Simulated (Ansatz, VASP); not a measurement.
## Two plane-wave programs on GaP

Contents of INCAR:

```
SYSTEM = GaP
ALGO = Normal
EDIFF = 1E-6
ENCUT = 500
GGA_COMPAT = .FALSE.
ISIF = 2
ISMEAR = 0
LASPH = .TRUE.
LCHARG = .TRUE.
LELF = .TRUE.
LREAL = .FALSE.
LVHAR = .TRUE.
LWAVE = .FALSE.
NBANDS = 16
NELM = 120
PREC = Accurate
SIGMA = 0.1
```

KPOINTS

```
k-points
0
G
  6 6 6
  0 0 0
```

Contents of POSCAR:

```
GaP
1.0
    0.0000000000      2.7200000000      2.7200000000
    2.7200000000      0.0000000000      2.7200000000
    2.7200000000      2.7200000000      0.0000000000
Ga P
1 1
Direct
    0.0000000000      0.0000000000      0.0000000000
    0.2500000000      0.2500000000      0.2500000000
```

Input for Ansatz:

```yaml
crystal:
  lattice:
    - [0.0, 2.72, 2.72]
    - [2.72, 0.0, 2.72]
    - [2.72, 2.72, 0.0]
  atoms:
    - { symbol: Ga, position: [0.0, 0.0, 0.0] }
    - { symbol: P, position: [0.25, 0.25, 0.25] }
basis:
  ecutwfc: 420
kpoints:
  mp_grid: { grid: [6, 6, 6] }
hamiltonian:
  xc: lda
  pseudopotentials: { kind: paw, azcp: { folder: soft_1 } }
scf:
  occupations: { method: gaussian, width: 0.1 }
output:
  forces: true
  stress: true
  eigenvalues: true
```

Alike in both runs: task single point; functional LDA; k mesh 6 × 6 × 6; occupations gaussian, width 0.1 eV; no spin polarisation.

|  | VASP | Ansatz |
| --- | --- | --- |
| version | VASP 6.6.1 | Ansatz 0.2.0 |
| potentials or method | VASP PAW LDA potentials, release 64 (Ga_d, P), cutoff 500 eV | scalar-relativistic, plane waves, PAW |
| valence electrons in the cell | 18 | 18 |

```csv
,VASP,Ansatz,Ansatz less VASP
gap on the k mesh at the Fermi level (eV),1.48,1.48,+0.001
least direct gap on the mesh (eV),1.68,1.65,-0.029
pressure (GPa),-2.2,-2.3,-0.06
```

Ansatz warns that its potentials were made for another functional, while VASP's fit it. LDA's correlation is that of Perdew and Zunger in VASP and of Perdew and Wang (1992) in Ansatz.
